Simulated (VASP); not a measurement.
Input of a VASP 6.6.1 run:

Contents of INCAR:

```
PREC = Accurate ; ENCUT = 520
EDIFF = 1E-7 ; ISMEAR = -1
SIGMA = 0.05 ; LREAL = F
LASPH = T ; NELM = 60
ALGO = Normal ; ISIF = 2
LWAVE = F ; LCHARG = F
GGA = PS ; IVDW = 12
NBANDS = 17
```

The input KPOINTS:

```
Automatic mesh
0
Gamma
  7 7 7
```

File POSCAR:

```
SnTe
1.0
    0.0000000000      3.1297027185      3.1297027185
    3.1297027185      0.0000000000      3.1297027185
    3.1297027185      3.1297027185      0.0000000000
Te Sn
1 1
Direct
    0.5000000000      0.5000000000      0.5000000000
    0.0000000000      0.0000000000      0.0000000000
```

Potentials or basis: VASP PAW PBE potentials, release 64 (Te, Sn_d).

Run with:

```bash
$ cat potpaw_PBE.64/Te/POTCAR potpaw_PBE.64/Sn_d/POTCAR > POTCAR
$ mpirun -np 1 vasp_std > vasp.out
```

Predict the dispersion energy per atom.

-0.397 eV.

Predict the pressure.

-1.5 GPa.

Caveat: the PAW data sets were made with another functional, which shifts forces and pressure a little.
